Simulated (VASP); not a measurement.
## Ga: single point with revPBE

The system is Ga.

```
Ga
1.0
    -1.74547    1.74547    1.74547
     1.74547   -1.74547    1.74547
     1.74547    1.74547   -1.74547
Ga
1
Direct
  0.00000 0.00000 0.00000
```

This cell differs from its parent crystal: volume scaled by 1.08.

```json
{
 "Program": "VASP 6.6.1",
 "Task": "single point",
 "Functional": "revPBE",
 "Potentials or basis": "VASP PAW PBE potentials, release 64 (Ga_d)",
 "Cutoff": "520 eV",
 "k mesh": "15 × 15 × 15",
 "Occupations": "fermi-dirac, width 0.1 eV",
 "Spin": "no spin polarisation",
 "Dipole correction": "no",
 "Further INCAR settings": "ALGO = Normal; EDIFF = 1e-06; NBANDS = 12"
}
```

```yaml
Pressure: -2.7 GPa
```

Levels at points of the mesh, in eV from the Fermi level:
| k point | band 2 | band 3 | band 4 | band 5 | band 6 | band 7 | band 8 | band 9 | band 10 | band 11 |
| --- | --- | --- | --- | --- | --- | --- | --- | --- | --- | --- |
| (0.00, 0.00, 0.00) | -14.87 | -14.87 | -14.73 | -14.73 | -10.17 | 11.23 | 11.23 | 11.23 | 15.99 | 15.99 |

It took 12 s on 1 thread of Intel(R) Xeon(R) Platinum 8375C CPU @ 2.90GHz (Ice Lake), with other jobs on the host, peak memory 0.16 GiB.

Caveat: the PAW data sets were made with another functional, which shifts forces and pressure a little.
